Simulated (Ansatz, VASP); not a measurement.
# Sn3Te in VASP and in Ansatz

```
Sn Te
1.0
    -3.12843    3.12843    3.12843
     3.12843   -3.12843    3.12843
     3.12843    3.12843   -3.12843
Sn Te
3 1
Direct
  0.00000 0.50000 0.50000
  0.50000 0.00000 0.50000
  0.50000 0.50000 0.00000
  0.00000 0.00000 0.00000
```

Alike in both runs: functional PBE; k mesh 10 × 10 × 10; occupations gaussian, width 0.1 eV; no spin polarisation.

Ansatz relaxed the structure, and its values are those at the end. VASP's run is a single point on that final structure, the one shown.

```csv
,VASP,Ansatz
version,VASP 6.6.1,Ansatz 0.2.0
potentials or method,"VASP PAW PBE potentials, release 64 (Sn_d, Te), cutoff 520 eV","scalar-relativistic, plane waves, PAW"
valence electrons in the cell,48,58
```

|  | VASP | Ansatz | Ansatz less VASP |
| --- | --- | --- | --- |
| gap on the k mesh at the Fermi level (eV) | none | none | - |
| pressure (GPa) | 0.0 | 0.0 | +0.04 |

A gap of «none» marks a metal or a gap that the smearing closes. The functional is the same, so the differences come from potentials, cutoffs and numerics. VASP's potentials hold 48 valence electrons a cell and Ansatz's 58, so a difference there can come from the potentials and not from the codes.

Spin-orbit coupling is off throughout.
